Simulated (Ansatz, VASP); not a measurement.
One calculation of Ag, two programs

File INCAR:

```
ALGO     = Normal         # electronic algorithm
EDIFF    = 1E-7           # SCF threshold, eV
ENCUT    = 520            # plane-wave cutoff, eV
GGA      = CA             # functional
ISIF     = 2              # what is computed and relaxed
ISMEAR   = -1             # smearing method
LASPH    = True           # aspherical terms in the spheres
LCHARG   = True           # write CHGCAR
LELF     = True           # ELF
LREAL    = False          # projectors in reciprocal space
LVHAR    = True         
LWAVE    = False          # write WAVECAR
NBANDS   = 18             # bands
NELM     = 60             # most SCF steps
PREC     = Accurate       # precision mode
SIGMA    = 0.1            # smearing width, eV
```

KPOINTS

```
k-points
0
Gamma
  14 14 8
```

The input POSCAR:

```
Ag
1.0
    2.7990328538      0.0000000000      0.0000000000
   -1.3995164269      2.4240335574      0.0000000000
    0.0000000000      0.0000000000      4.5459657798
Ag
2
Direct
    0.3333333333      0.6666666667      0.2500000000
    0.6666666667      0.3333333333      0.7500000000
```

Input for Ansatz:

```yaml
crystal:
  lattice:
    - [2.7990328538, 0.0, 0.0]
    - [-1.3995164269, 2.4240335574, 0.0]
    - [0.0, 0.0, 4.5459657798]
  atoms:
    - { symbol: Ag, position: [0.3333333333, 0.6666666667, 0.25] }
    - { symbol: Ag, position: [0.6666666667, 0.3333333333, 0.75] }
hamiltonian:
  xc: lda
  pseudopotentials:
    kind: paw
    azcp:
      Ag: "pseudopotentials/Ag.paw.azcp"
basis:
  ecutwfc: 420
  fft_grid_basis: typed
kpoints:
  mp_grid: { grid: [14, 14, 8], shift: [0, 0, 0] }
magnetization:
  spin_polarized: false
scf:
  occupations: { method: fermi_dirac, width: 0.1 }
  lower_state_search: "off"
output:
  stress: true
```

Alike in both runs: task single point; functional LDA; k mesh 14 × 14 × 8; occupations fermi-dirac, width 0.1 eV; no spin polarisation.

|  | VASP | Ansatz |
| --- | --- | --- |
| version | VASP 6.6.1 | Ansatz 0.2.0 |
| potentials or method | VASP PAW LDA potentials, release 64 (Ag), cutoff 520 eV | plane waves (420 eV) with PAW, scalar-relativistic |
| valence electrons in the cell | 22 | 38 |

```tsv
	VASP	Ansatz	Ansatz less VASP
pressure (GPa)	6.3	6.2	-0.15
traceless stress, the component that is largest in VASP (GPa)	0.78	0.80	+0.014
```

Ansatz warns that its potentials were made for another functional, while VASP's fit it. LDA's correlation is that of Perdew and Zunger in VASP and of Perdew and Wang (1992) in Ansatz. VASP's potentials hold 22 valence electrons a cell and Ansatz's 38, so a difference there can come from the potentials and not from the codes.
